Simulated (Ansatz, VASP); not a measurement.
**I: VASP beside Ansatz**

Contents of INCAR:

```
SYSTEM = I
PREC = Accurate ; ENCUT = 520
EDIFF = 1E-6 ; ISMEAR = -1
SIGMA = 0.05 ; LREAL = .False.
LASPH = .True. ; NELM = 60
ALGO = Normal ; ISIF = 2
LWAVE = .False. ; LCHARG = .False.
GGA = CA ; NBANDS = 10
```

File KPOINTS:

```
Automatic mesh
0
Gamma
  9 9 9
  0 0 0
```

POSCAR

```
I
1.0
    0.0000000000      2.3656004428      3.9098401324
    2.1922454667      0.0000000000      3.9098401324
    2.1922454667      2.3656004428      0.0000000000
I
1
Direct
    0.0000000000      0.0000000000      0.0000000000
```

Contents of input.yaml:

```yaml
crystal:
  lattice:
    - [0.0, 2.3656004428, 3.9098401324]
    - [2.1922454667, 0.0, 3.9098401324]
    - [2.1922454667, 2.3656004428, 0.0]
  atoms:
    - { symbol: I, position: [0.0, 0.0, 0.0] }
hamiltonian:
  xc: lda
  pseudopotentials: { kind: paw }
kpoints:
  mp_grid: { grid: [9, 9, 9] }
scf:
  occupations: { method: fermi_dirac, width: 0.05 }
output:
  forces: true
  stress: true
  eigenvalues: true
```

Alike in both runs: task single point; functional LDA; k mesh 9 × 9 × 9; occupations fermi-dirac, width 0.05 eV; no spin polarisation.

|  | VASP | Ansatz |
| --- | --- | --- |
| version | VASP 6.6.1 | Ansatz 0.2.0 |
| potentials or method | VASP PAW LDA potentials, release 64 (I) | Ansatz PAW |
| plane-wave cutoff (eV) | 520 | 420 |
| valence electrons in the cell | 7 | 17 |

|  | VASP | Ansatz | Ansatz less VASP |
| --- | --- | --- | --- |
| gap on the k mesh at the Fermi level (eV) | none | none | - |
| pressure (GPa) | -2.3 | -2.3 | 0.00 |
| traceless stress, the component that is largest in VASP (GPa) | 1.20 | 1.21 | +0.009 |

LDA's correlation is that of Perdew and Zunger in VASP and of Perdew and Wang (1992) in Ansatz. A gap of «none» marks a metal or a gap that the smearing closes. VASP's potentials hold 7 valence electrons a cell and Ansatz's 17, so a difference there can come from the potentials and not from the codes.

Spin-orbit coupling is off throughout.
